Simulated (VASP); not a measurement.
# In3SbAs4: single point with PBEsol

The system is In3SbAs4.

```
CELL_PARAMETERS angstrom
2.02020 1.16636 12.94380
-2.02020 1.16636 12.94380
0.00000 -2.33273 12.94380
ATOMIC_POSITIONS crystal
In 0.75156 0.75156 0.75156
In 0.50000 0.50000 0.50000
In 0.24844 0.24844 0.24844
Sb 0.00000 0.00000 0.00000
As 0.87522 0.87522 0.87522
As 0.62441 0.62441 0.62441
As 0.37559 0.37559 0.37559
As 0.12478 0.12478 0.12478
```

```
Program             : VASP 6.6.1
Task                : single point
Functional          : PBEsol
Potentials or basis : VASP PAW PBE potentials, release 64 (In_d, Sb, As)
Cutoff              : 520 eV
k mesh              : 6 × 6 × 6
Occupations         : fermi-dirac, width 0.03 eV
Spin                : no spin polarisation
```

```yaml
Pressure: 0.1 GPa
Largest_force: 0.008 eV/Å
Band_gap_on_the_k_mesh: zero (bands 32 and 33 overlap by 1.15 eV)
```

Forces in eV/Å, atoms in the order of the input:
```
In   0.000  0.000 -0.006
In   0.000  0.000  0.000
In   0.000  0.000  0.006
Sb   0.000  0.000  0.000
As   0.000  0.000  0.000
As   0.000  0.000 -0.008
As   0.000  0.000  0.008
As   0.000  0.000  0.000
```

Levels at points of the mesh, in eV from the Fermi level:
| k point | band 28 | band 29 | band 30 | band 31 | band 32 | band 33 | band 34 | band 35 | band 36 | band 37 |
| --- | --- | --- | --- | --- | --- | --- | --- | --- | --- | --- |
| (0.00, 0.00, 0.00) | -0.56 | -0.28 | -0.28 | -0.05 | -0.05 | 0.89 | 1.35 | 1.67 | 1.67 | 1.92 |
| (0.50, 0.00, 0.00) | -1.89 | -1.87 | -1.44 | -1.37 | -0.90 | -0.84 | 0.82 | 1.13 | 2.77 | 2.97 |
| (0.50, 0.50, 0.00) | -2.79 | -1.98 | -1.77 | -0.60 | -0.50 | -0.09 | 0.02 | 1.56 | 2.13 | 2.48 |
| (0.50, 0.50, 0.50) | -0.24 | -0.24 | -0.11 | -0.11 | 0.32 | 0.36 | 1.54 | 1.76 | 1.76 | 1.85 |

Wall time 52 min on 1 thread of AMD EPYC 9R14 (Zen 4), on a shared host, peak memory 1.7 GiB.

Caveat: the PAW data sets were made with another functional, which shifts forces and pressure a little; spin-orbit coupling is left out, which moves the levels of the heavy elements.
